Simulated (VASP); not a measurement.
# GaAs2 (P-6m2) in VASP: a series of runs

Runs on GaAs2. Level: PBE. Tasks: single point.

All numbers are computed with VASP 6.6.1; they aren't measurements. Logs are shortened: lines on timing, memory, paths and dates and some standing lists are left out, and cuts for length are marked.

**1. The cell of the first run**

Symmetry: P-6m2, No. 187, hexagonal system. Conventional cell: a = 3.873 Å, b = 3.873 Å, c = 5.291 Å, α = 90.00°, β = 90.00°, γ = 120.00°. Within 3.5 Å of Ga (site symmetry -6m2) lie 6 As at 2.65 Å. Within 3.2 Å of As (site symmetry 3m) lie 2 As at 2.43 to 2.86 Å and 3 Ga at 2.65 Å.

The cell was generated, and may not be a known phase.

**2. Single point, PBE**

INCAR

```
SYSTEM = GaAs2
PREC = Accurate
ENCUT = 500
EDIFF = 1E-6
ISMEAR = 0
SIGMA = 0.2
LREAL = .False.
LASPH = .True.
NELM = 120
ALGO = Normal
ISIF = 2
LWAVE = .False.
LCHARG = .True.
GGA = PE
LELF = .True.
LVHAR = .True.
NBANDS = 18
GGA_COMPAT = .False.
```

KPOINTS

```
Automatic mesh
0
Gamma
  6 6 3
  0 0 0
```

POSCAR

```
GaAs2
1.0
    3.8730303094      0.0000000000      0.0000000000
   -1.9365151547      3.3541426376      0.0000000000
    0.0000000000      0.0000000000      5.2905924494
Ga As
1 2
Direct
    0.0000000000      0.0000000000      0.5000000000
    0.3333333333      0.6666666667      0.7705355953
    0.3333333333      0.6666666667      0.2294644047
```

Potentials or basis: VASP PAW PBE potentials, release 64 (Ga_d, As).

Launch:

```
$ cat potpaw_PBE.64/Ga_d/POTCAR potpaw_PBE.64/As/POTCAR > POTCAR
$ mpirun -np 1 vasp_std > vasp.out
```

OUTCAR:

```text
SYSTEM = GaAs2
   PREC = Accurate
   ENCUT = 500
   EDIFF = 1E-6
   ISMEAR = 0
   LREAL = .False.
   LASPH = .True.
   NELM = 120
   ISIF = 2
   GGA = PE

 ion  position               nearest neighbor table
   1  0.000  0.000  0.500-   2 2.65   3 2.65   2 2.65   3 2.65   2 2.65   3 2.65
   2  0.333  0.667  0.771-   3 2.43   1 2.65   1 2.65   1 2.65   3 2.86
   3  0.333  0.667  0.229-   2 2.43   1 2.65   1 2.65   1 2.65   2 2.86

  LATTYP: Found a hexagonal cell.
 ALAT       =     3.8730303094
 C/A-ratio  =     1.3660085325

  Lattice vectors:

 A1 = (   3.8730303094,   0.0000000000,   0.0000000000)
 A2 = (  -1.9365151547,   3.3541426376,   0.0000000000)
 A3 = (   0.0000000000,   0.0000000000,   5.2905924494)

Analysis of symmetry for initial positions (statically):
=====================================================================
 Subroutine PRICEL returns:
 Original cell was already a primitive cell.

 Routine SETGRP: Setting up the symmetry group for a
 hexagonal supercell.

 Subroutine GETGRP returns: Found 12 space group operations
 (whereof 12 operations were pure point group operations)
 out of a pool of 24 trial point group operations.

The static configuration has the point symmetry D_3h.

Analysis of symmetry for dynamics (positions and initial velocities):
=====================================================================
 Subroutine PRICEL returns:
 Original cell was already a primitive cell.

 Routine SETGRP: Setting up the symmetry group for a
 hexagonal supercell.

 Subroutine GETGRP returns: Found 12 space group operations
 (whereof 12 operations were pure point group operations)
 out of a pool of 24 trial point group operations.

The dynamic configuration has the point symmetry D_3h.

 Subroutine INISYM returns: Found 12 space group operations
 (whereof 12 operations are pure point group operations),
 and found     1 'primitive' translations

----------------------------------------------------------------------------------------

                                     Primitive cell

  volume of cell :      68.7285

  direct lattice vectors                    reciprocal lattice vectors
     3.873030309  0.000000000  0.000000000     0.258195759  0.149069391  0.000000000
    -1.936515155  3.354142638  0.000000000     0.000000000  0.298138782  0.000000000
     0.000000000  0.000000000  5.290592449     0.000000000  0.000000000  0.189014748

  length of vectors
     3.873030309  3.873030309  5.290592449     0.298138782  0.298138782  0.189014748

  position of ions in fractional coordinates (direct lattice)
     0.000000000  0.000000000  0.500000000
     0.333333333  0.666666667  0.770535595
     0.333333333  0.666666667  0.229464405

  ion indices of the primitive-cell ions
   primitive index   ion index
                 1           1
                 2           2
                 3           3

----------------------------------------------------------------------------------------

 KPOINTS: Automatic mesh

Automatic generation of k-mesh.
 Grid dimensions read from file:
 generate k-points for:    6    6    3

 Generating k-lattice:

  Cartesian coordinates                     Fractional coordinates (reciprocal lattice)
     0.043032626  0.024844898  0.000000000     0.166666667  0.000000000  0.000000000
     0.000000000  0.049689797  0.000000000     0.000000000  0.166666667  0.000000000
     0.000000000  0.000000000  0.063004916     0.000000000  0.000000000  0.333333333

  Length of vectors
     0.049689797  0.049689797  0.063004916

  Shift w.r.t. Gamma in fractional coordinates (k-lattice)
     0.000000000  0.000000000  0.000000000

 Subroutine IBZKPT returns following result:
 ===========================================

 Found     14 irreducible k-points:

 Following reciprocal coordinates:
            Coordinates               Weight
  0.000000  0.000000  0.000000      1.000000
  0.166667  0.000000  0.000000      6.000000
  0.333333  0.000000  0.000000      6.000000
  0.500000  0.000000  0.000000      3.000000
  0.166667  0.166667  0.000000      6.000000
  0.333333  0.166667  0.000000     12.000000
  0.333333  0.333333  0.000000      2.000000
  0.000000  0.000000  0.333333      2.000000
  0.166667  0.000000  0.333333     12.000000
  0.333333  0.000000  0.333333     12.000000
  0.500000  0.000000  0.333333      6.000000
  0.166667  0.166667  0.333333     12.000000
  0.333333  0.166667  0.333333     24.000000
  0.333333  0.333333  0.333333      4.000000
   k-points           NKPTS =     14   k-points in BZ     NKDIM =     14   number of bands    NBANDS=     18
   number of dos      NEDOS =    301   number of ions     NIONS =      3
   total plane-waves  NPLWV =  31360
   dimension x,y,z NGX =    28 NGY =   28 NGZ =   40
   dimension x,y,z NGXF=    56 NGYF=   56 NGZF=   80
   ions per type =               1   2
   NGX,Y,Z   is equivalent  to a cutoff of  12.02, 12.02, 12.57 a.u.
   NGXF,Y,Z  is equivalent  to a cutoff of  24.04, 24.04, 25.14 a.u.
 SYSTEM =  GaAs2
   PREC   = accura    normal or accurate (medium, high low for compatibility)
   ISTART =      0    job   : 0-new  1-cont  2-samecut
   ICHARG =      2    charge: 1-file 2-atom 10-const
   ISPIN  =      1    spin polarized calculation?
   LNONCOLLINEAR =      F non collinear calculations
   LSORBIT =      F    spin-orbit coupling
   LASPH  =      T    aspherical Exc in radial PAW
   ENCUT  =  500.0 eV  36.75 Ry    6.06 a.u.   7.06  7.06  9.65*2*pi/ulx,y,z
   NELM   =    120;   NELMIN=  2; NELMDL= -5     # of ELM steps
   EDIFF  = 0.1E-05   stopping-criterion for ELM
   LREAL  =      F    real-space projection
[... 7 lines left out ...]
   TEBEG  =    0.0;   TEEND  =   0.0 temperature during run
   PSTRESS=    0.0 pullay stress
   NELECT =      23.0000    total number of electrons
   NUPDOWN=      -1.0000    fix difference up-down
   EMIN   =  10.00;   EMAX   =-10.00  energy-range for DOS
   EFERMI =   0.00;   METHOD = LEGACY
   ISMEAR =     0;   SIGMA  =   0.20  broadening in eV -4-tet -1-fermi 0-gaus
   EFERMI_NEDOS =   21; number of points for ismear=-14 and -15
   IALGO  =     38    algorithm
   IMIX   =      4    mixing-type and parameters
     AMIX     =   0.40;   BMIX     =  1.00
     AMIX_MAG =   1.60;   BMIX_MAG =  1.00
  volume/ion in A,a.u.               =      22.91       154.60
  Fermi-wavevector in a.u.,A,eV,Ry     =   1.136594  2.147850 17.576618  1.291845
  Thomas-Fermi vector in A             =   2.273299
   LORBIT       =      0    0 simple, 1 ext, 2 COOP (PROOUT), +10 PAW based schemes
   GGA     = PE    functional components
   LHFCALC =     F    Hartree Fock is set to
   AEXX    =    0.0000 exact exchange contribution
   IVDW    =     0    specifies the selected vdW correction
   LEPSILON=     F    determine dielectric tensor
   LRPA    =     F    only Hartree local field effects (RPA)
 non-spin polarized calculation
 Gauss-broadening in eV      SIGMA  =   0.20
  energy-cutoff  :      500.00
  volume of cell :       68.73
 maximum number of plane-waves:      1773
   NGX = 15   NGY = 15   NGZ = 19

 number of electron      23.0000013 magnetization

 Free energy of the ion-electron system (eV)
  ---------------------------------------------------
  ext. energy  EPLUGINS =         0.00000000
  ---------------------------------------------------
  free energy    TOTEN  =       -11.97593481 eV

  energy without entropy =      -11.96303676  energy(sigma->0) =      -11.96948579

 E-fermi :   4.2784     XC(G=0):  -9.6480

 val. band max:        4.1481822558   @ k =   0.3333   0.0000   0.3333
 cond. band min:       4.5315557495   @ k =   0.3333   0.0000   0.0000
 fundamental gap:      0.3833734937
 Fermi energy:         4.2783506305

 k-point     1 :       0.0000    0.0000    0.0000
  band No.  band energies     occupation
      1     -10.9464      2.00000
      2     -10.9464      2.00000
      3     -10.9005      2.00000
      4     -10.9005      2.00000
      5     -10.8982      2.00000
      6      -9.3826      2.00000
[... 10 lines left out ...]
     17      10.3389      0.00000
     18      11.0472      0.00000

 k-point     2 :       0.1667    0.0000    0.0000
  band No.  band energies     occupation
      1     -10.9657      2.00000
      2     -10.9368      2.00000
      3     -10.9148      2.00000
      4     -10.9025      2.00000
      5     -10.8865      2.00000
      6      -9.1379      2.00000
[... 10 lines left out ...]
     17      10.0872      0.00000
     18      11.3642      0.00000

 k-point     3 :       0.3333    0.0000    0.0000
  band No.  band energies     occupation
      1     -10.9947      2.00000
      2     -10.9422      2.00000
      3     -10.9172      2.00000
      4     -10.9067      2.00000
      5     -10.8702      2.00000
      6      -8.5434      2.00000
[... 10 lines left out ...]
     17      11.3076      0.00000
     18      11.9637      0.00000

 k-point     4 :       0.5000    0.0000    0.0000
  band No.  band energies     occupation
      1     -11.0072      2.00000
      2     -10.9553      2.00000
      3     -10.9087      2.00000
      4     -10.9073      2.00000
      5     -10.8633      2.00000
      6      -8.1563      2.00000
[... 165 lines left out ...]
      4     -10.9079      2.00000
      5     -10.8728      2.00000
      6      -8.1398      2.00000
[... 10 lines left out ...]
     17      10.2133      0.00000
     18      11.7813      0.00000

 k-point    13 :       0.3333    0.1667    0.3333
  band No.  band energies     occupation
      1     -10.9917      2.00000
      2     -10.9617      2.00000
      3     -10.9149      2.00000
      4     -10.9139      2.00000
      5     -10.8631      2.00000
      6      -7.6104      2.00000
[... 10 lines left out ...]
     17      10.4367      0.00000
     18      12.1672      0.00000

 k-point    14 :       0.3333    0.3333    0.3333
  band No.  band energies     occupation
      1     -10.9885      2.00000
      2     -10.9630      2.00000
      3     -10.9204      2.00000
      4     -10.9177      2.00000
      5     -10.8618      2.00000
      6      -7.4151      2.00000
[... 10 lines left out ...]
     17      11.5853      0.00000
     18      12.0263      0.00000

------------------------ aborting loop because EDIFF is reached ----------------------------------------

  FORCE on cell =-STRESS in cart. coord.  units (eV):
  Direction    XX          YY          ZZ          XY          YZ          ZX
  --------------------------------------------------------------------------------------
  -------------------------------------------------------------------------------------
  Total        0.1780404      0.1780404      0.1100132      0.0000000      0.0000000      0.0000000
  in kB        4.1504227      4.1504227      2.5645940      0.0000000      0.0000000      0.0000000
  external PRESSURE =       3.6218131 kB  Pullay stress =       0.0000000 kB

 VOLUME and BASIS-vectors are now :
 -----------------------------------------------------------------------------
  energy-cutoff  :      500.00
  volume of cell :       68.73
      direct lattice vectors                 reciprocal lattice vectors
     3.873030309  0.000000000  0.000000000     0.258195759  0.149069391  0.000000000
    -1.936515155  3.354142638  0.000000000     0.000000000  0.298138782  0.000000000
     0.000000000  0.000000000  5.290592449     0.000000000  0.000000000  0.189014748

 POSITION                                       TOTAL-FORCE (eV/Angst)
 -----------------------------------------------------------------------------------
      0.00000      0.00000      2.64530         0.000000      0.000000      0.000000
     -0.00000      2.23610      4.07659        -0.000000     -0.000000     -0.020531
     -0.00000      2.23610      1.21400        -0.000000      0.000000      0.020531
 -----------------------------------------------------------------------------------
    total drift:                                0.000000     -0.000000     -0.000000

  FREE ENERGIE OF THE ION-ELECTRON SYSTEM (eV)
  ---------------------------------------------------
  free  energy   TOTEN  =       -11.9759348064 eV

  energy  without entropy=      -11.9630367643  energy(sigma->0) =      -11.96948579
```

Wall time 17 s (1 thread of Intel Xeon 8259CL, shared host); peak memory 0.18 GiB.

What came out:

```yaml
Free_energy: -11.9759 eV
Pressure: 0.4 GPa
Largest_force: 0.021 eV/Å
Band_gap_on_the_k_mesh: zero (an odd number of electrons rules out a gap without spin polarisation)
```

Forces on the atoms (eV/Å):
```
Ga   0.000  0.000  0.000
As   0.000  0.000 -0.021
As   0.000  0.000  0.021
```

Stress tensor (GPa, compression positive):
```
0.42 0.00 0.00
0.00 0.42 0.00
0.00 0.00 0.26
```

Caveat: the k points lie up to 0.40 Å⁻¹ apart, too coarse for converged energies and pressures of a metal; an odd number of electrons without spin polarisation forces a metal; a magnetic or distorted state may lie lower.

**3. Single point, PBE**

INCAR

```
SYSTEM = GaAs2
PREC = Accurate ; ENCUT = 500
EDIFF = 1E-6 ; ISMEAR = 0
SIGMA = 0.1 ; LREAL = .False.
LASPH = .True. ; NELM = 120
ALGO = Normal ; ISIF = 2
LWAVE = .False. ; LCHARG = .True.
GGA = PE ; LELF = .True.
LVHAR = .True. ; NBANDS = 18
GGA_COMPAT = .False.
```

KPOINTS

```
regular mesh
0
Gamma
  6 6 4
  0 0 0
```

POSCAR is that of step 2.

Potentials or basis: VASP PAW PBE potentials, release 64 (Ga_d, As).

Launch:

```
$ cat potpaw_PBE.64/Ga_d/POTCAR potpaw_PBE.64/As/POTCAR > POTCAR
$ mpirun -np 1 vasp_std > vasp.out
```

Run time: 24 s. Hardware: 1 thread of Intel Xeon 8259CL, shared host; peak memory 0.19 GiB.

It converged, with:

| Quantity | Value |
| --- | --- |
| Free energy | -11.6844 eV |
| Pressure | 1.3 GPa |
| Largest force | 0.666 eV/Å |
| Band gap on the k mesh | zero (an odd number of electrons rules out a gap without spin polarisation) |

Forces in eV/Å, atoms in the order of the input:
```
Ga   0.000  0.000  0.000
As   0.000  0.000  0.666
As   0.000  0.000 -0.666
```

Stress tensor (GPa, compression positive):
```
-0.69  0.00  0.00
 0.00 -0.69  0.00
 0.00  0.00  5.43
```

Levels at points of the mesh, in eV from the Fermi level:
| k point | band 8 | band 9 | band 10 | band 11 | band 12 | band 13 | band 14 | band 15 |
| --- | --- | --- | --- | --- | --- | --- | --- | --- |
| (0.00, 0.00, 0.00) | -6.98 | -1.26 | -1.26 | 0.38 | 2.09 | 2.09 | 3.81 | 3.81 |
| (0.50, 0.00, 0.00) | -7.20 | -5.43 | -2.68 | -2.35 | -0.18 | 1.26 | 2.32 | 4.93 |
| (0.00, 0.00, 0.50) | -1.81 | -1.81 | -0.23 | -0.23 | 0.10 | 0.10 | 1.80 | 3.81 |
| (0.50, 0.00, 0.50) | -6.67 | -4.17 | -1.83 | -0.78 | -0.59 | 0.10 | 1.91 | 3.65 |

Caveat: the stress differs along the axes, from -1 to 5 GPa; an odd number of electrons without spin polarisation forces a metal; a magnetic or distorted state may lie lower.

**4. Single point, PBE**

This run uses another cell than the first one, of 22.81 Å³/atom.

INCAR

```
ALGO = Normal ; EDIFF = 1E-6
ENCUT = 500 ; GGA = PE
GGA_COMPAT = F ; ISIF = 2
ISMEAR = 0 ; LASPH = T
LCHARG = F ; LREAL = F
LWAVE = F ; NBANDS = 18
NELM = 120 ; PREC = Accurate
SIGMA = 0.1
```

KPOINTS

```
k-points
0
Gamma
  6 6 4
```

POSCAR

```
GaAs2
1.0
    3.7915652546      0.0000000000      0.0000000000
   -1.8957826273      3.2835918306      0.0000000000
    0.0000000000      0.0000000000      5.4955202304
Ga As
1 2
Direct
    0.0000000000      0.0000000000      0.5000000000
    0.3333333333      0.6666666667      0.7736723157
    0.3333333333      0.6666666667      0.2263276843
```

Launch:

```
$ cat potpaw_PBE.64/Ga_d/POTCAR potpaw_PBE.64/As/POTCAR > POTCAR
$ mpirun -np 1 vasp_std > vasp.out
```

It took 23 s on 1 thread of Intel Xeon 8259CL, shared host; peak memory 0.18 GiB.

Results (log left out):

* Free energy: -11.7594 eV
* Pressure: 0.2 GPa
* Largest force: 0.007 eV/Å
* Band gap on the k mesh: zero (an odd number of electrons rules out a gap without spin polarisation)

Forces in eV/Å, atoms in the order of the input:
```
Ga   0.000  0.000  0.000
As   0.000  0.000 -0.007
As   0.000  0.000  0.007
```

Stress tensor (GPa, compression positive):
```
0.11 0.00 0.00
0.00 0.11 0.00
0.00 0.00 0.24
```

Levels at points of the mesh, in eV from the Fermi level:
```csv
k point,band 7,band 8,band 9,band 10,band 11,band 12,band 13,band 14,band 15,band 16
"(0.00, 0.00, 0.00)",-9.59,-6.93,-0.71,-0.71,1.16,2.18,2.18,4.28,4.28,4.43
"(0.50, 0.00, 0.00)",-8.31,-6.99,-5.15,-2.56,-2.23,-0.11,1.27,2.48,5.07,5.58
"(0.00, 0.00, 0.50)",-12.04,-2.21,-2.21,0.27,0.27,0.44,0.44,2.42,4.22,4.88
"(0.50, 0.00, 0.50)",-10.52,-6.50,-4.19,-1.44,-0.91,-0.54,-0.20,2.13,3.79,5.07
```

Caveat: an odd number of electrons without spin polarisation forces a metal; a magnetic or distorted state may lie lower.

**5. Overview**

| cell | k mesh | smearing | gap on the mesh (eV) | pressure (GPa) | largest force (eV/Å) |
| --- | --- | --- | --- | --- | --- |
| a = 3.873, b = 3.873, c = 5.291 Å, angles 90.0, 90.0, 120.0°, 3 atoms, atomic positions A | 6 × 6 × 3 | gaussian 0.2 eV | none | 0.4 | 0.02 |
| a = 3.873, b = 3.873, c = 5.291 Å, angles 90.0, 90.0, 120.0°, 3 atoms, atomic positions A | 6 × 6 × 4 | gaussian 0.1 eV | none | 1.3 | 0.67 |
| a = 3.792, b = 3.792, c = 5.496 Å, angles 90.0, 90.0, 120.0°, 3 atoms, atomic positions B | 6 × 6 × 4 | gaussian 0.1 eV | none | 0.2 | 0.01 |

Alike in all rows: task single point; level PBE; potentials or basis VASP PAW PBE potentials, release 64 (Ga_d, As); no spin polarisation; cutoff (eV) 500.

Caveats: some runs use coarse meshes; an odd number of electrons without spin polarisation forces a metal; a magnetic or distorted state may lie lower; the stress differs along the axes, from -1 to 5 GPa (at least some runs).

Total energies depend on the potentials used, so only differences within one code and one set of settings carry meaning.

The gap in the log of VASP goes by the Fermi energy; the results here count the filled bands.